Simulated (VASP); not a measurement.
Set up this calculation in VASP 6.6.1, as the native input.

```yaml
Task: relaxation of cell and atoms
Functional: PBE
Potentials_or_basis: VASP PAW PBE potentials, release 64 (Hf_pv, B)
Cutoff: 600 eV
k_mesh: 12 × 12 × 10
Occupations: methfessel-paxton, width 0.1 eV
Spin: no spin polarisation
Target_pressure: 10 GPa
Dipole_correction: no
Further_INCAR_settings: ALGO = Normal; EDIFF = 1e-06; IBRION = 2; EDIFFG = -0.01; NSW = 80; ISIF = 3
```

The structure of HfB2 lies in POSCAR:

```
HfB2
1.0
    3.1400000000      0.0000000000      0.0000000000
   -1.5700000000      2.7193200000      0.0000000000
    0.0000000000      0.0000000000      3.4800000000
Hf B
1 2
Direct
    0.0000000000      0.0000000000      0.0000000000
    0.3333333333      0.6666666667      0.5000000000
    0.6666666667      0.3333333333      0.5000000000
```

These files were run (other wordings do the same):

INCAR

```
SYSTEM = HfB2
  PREC = Accurate
  ENCUT = 600
  EDIFF = 1E-6
  ISMEAR = 1
  SIGMA = 0.1
  LREAL = .False.
  LASPH = .True.
  NELM = 60
  ALGO = Normal
  ISIF = 3
  LWAVE = .False.
  LCHARG = .False.
  GGA = PE
  IBRION = 2
  NSW = 80
  EDIFFG = -0.01
  PSTRESS = 100.0
```

KPOINTS

```
regular mesh
0
Gamma
  12 12 10
  0 0 0
```

Potentials or basis: VASP PAW PBE potentials, release 64 (Hf_pv, B).

Command:

```sh
$ cat potpaw_PBE.64/Hf_pv/POTCAR potpaw_PBE.64/B/POTCAR > POTCAR
$ mpirun -np 1 vasp_std > vasp.out
```

Results of the run:

```
Relaxed volume                                             : 9.58 Å³/atom
Relaxed cell                                               : a = 3.107 Å, b = 3.107 Å, c = 3.438 Å, α = 90.00°, β = 90.00°, γ = 120.00°
Space group after relaxing (to 0.1 Å)                      : P6/mmm (No. 191)
Energy change on relaxing (the run minimises the enthalpy) : +10.9 meV/atom
Ionic steps                                                : 5
Pressure after relaxing                                    : 10.1 GPa
Band gap on the k mesh                                     : zero (bands 8 and 9 overlap by 1.37 eV)
```

Caveat: the cell is relaxed towards a set pressure, so the run minimises the enthalpy, not the energy; spin-orbit coupling is left out, which moves the levels of the heavy elements.

Run time: 2.2 min on 1 thread of Intel(R) Xeon(R) Platinum 8259CL CPU @ 2.50GHz (Skylake/Cascade Lake) (shared host), peak memory 0.21 GiB.
